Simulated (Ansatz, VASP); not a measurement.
# Two plane-wave programs on MgAl4CoO8

```
CELL_PARAMETERS angstrom
0.00000 4.04030 4.04030
4.04030 0.00000 4.04030
4.04030 4.04030 0.00000
ATOMIC_POSITIONS crystal
Co 0.00024 0.99942 0.00139
Mg 0.25015 0.24946 0.25143
Al 0.62458 0.62383 0.62585
Al 0.12697 0.62385 0.62581
Al 0.62459 0.62387 0.12822
Al 0.62457 0.12626 0.62579
O 0.38860 0.38790 0.38985
O 0.41768 0.86029 0.86231
O 0.38862 0.38789 0.83611
O 0.86102 0.41694 0.86234
O 0.83486 0.38789 0.38985
O 0.86104 0.86037 0.86215
O 0.38861 0.83413 0.38986
O 0.86097 0.86025 0.41890
```

Alike in both runs: task single point; functional PBEsol; k mesh 4 × 4 × 4; occupations gaussian, width 0.05 eV; collinear spin; Hubbard terms Co d U = 4.0 eV.

|  | VASP | Ansatz |
| --- | --- | --- |
| version | VASP 6.6.1 | Ansatz 0.2.0 |
| potentials or method | VASP PAW PBE potentials, release 64 (Co, Mg, Al, O), cutoff 600 eV | scalar-relativistic, plane waves, PAW |
| valence electrons in the cell | 71 | 87 |

VASP gave:

- gap on the k mesh at the Fermi level (eV): 3.58
- least direct gap on the mesh (eV): 3.65
- pressure (GPa): 1.5
- rms of the force components (eV/Å): 0.043
- net moment per atom (μB): 0.21
- size of the moment on the site where the two differ most (μB): 2.71

**Question.** Which values does Ansatz return?

**Answer.** gap on the k mesh at the Fermi level (eV): 3.74; least direct gap on the mesh (eV): 3.80; pressure (GPa): 2.1; rms of the force components (eV/Å): 0.009; net moment per atom (μB): 0.21; size of the moment on the site where the two differ most (μB): 2.44.

VASP's potentials were made for PBE, not for PBEsol. Site moments also hang on the region over which each program counts them. The programs project onto different local orbitals, so the same U acts differently, and such runs can settle in different states. Atom by atom the forces differ by 0.046 eV/Å (rms over components). VASP's potentials hold 71 valence electrons a cell and Ansatz's 87, so a difference there can come from the potentials and not from the codes. Ansatz's warnings: stress scf threshold loose.
